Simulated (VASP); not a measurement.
BiH:

```
Bi H
1.0
     0.00000    2.80434    2.99304
     2.63660    0.00000    2.99304
     2.63660    2.80434    0.00000
Bi H
1 1
Direct
  0.00000 0.00000 0.00000
  0.50000 0.50000 0.50000
```

- Program: VASP 6.6.1
- Task: relaxation of cell and atoms
- Functional: PBE
- Potentials or basis: VASP PAW PBE potentials, release 64 (Bi_d, H)
- Cutoff: 600 eV
- k mesh: 6 × 6 × 6
- Occupations: gaussian, width 0.1 eV
- Spin: no spin polarisation

At the start: pressure -8.7 GPa; volume 22.13 Å³/atom.

Question: How do energy, volume and symmetry change on relaxing?

Answer: Over 9 steps the energy falls by 197.4 meV/atom and the volume is 17.22 Å³/atom (-22.2 %); space group Fmmm (No. 69, to 0.1 Å) before, I4/mmm (No. 139, to 0.1 Å).

The path:
| step | energy change (eV) | largest force (eV/Å) | pressure (GPa) | volume (Å³) |
| --- | --- | --- | --- | --- |
| 1 | 0.0000 | 0.0000 | -8.67 | 44.26 |
| 2 | -0.3453 | 0.0000 | -3.71 | 37.00 |
| 3 | -0.3867 | 0.0000 | -0.20 | 34.53 |
| 4 | -0.3870 | 0.0000 | 0.30 | 34.26 |
| 5 | -0.3920 | 0.0000 | 0.19 | 34.30 |
| 6 | -0.3887 | 0.0000 | 0.20 | 34.39 |
| 7 | -0.3945 | 0.0000 | 0.15 | 34.35 |
| 8 | -0.3946 | 0.0000 | 0.13 | 34.34 |
| 9 | -0.3947 | 0.0000 | -0.04 | 34.44 |

Final structure:
```
Bi H
1.0
     0.00000    2.71699    2.71455
     2.33468    0.00000    2.71455
     2.33468    2.71699    0.00000
Bi H
1 1
Direct
  0.00000 0.00000 0.00000
  0.50000 0.50000 0.50000
```

Caveat: the volume moved by over 15 % at a fixed basis, so the end points are rough.
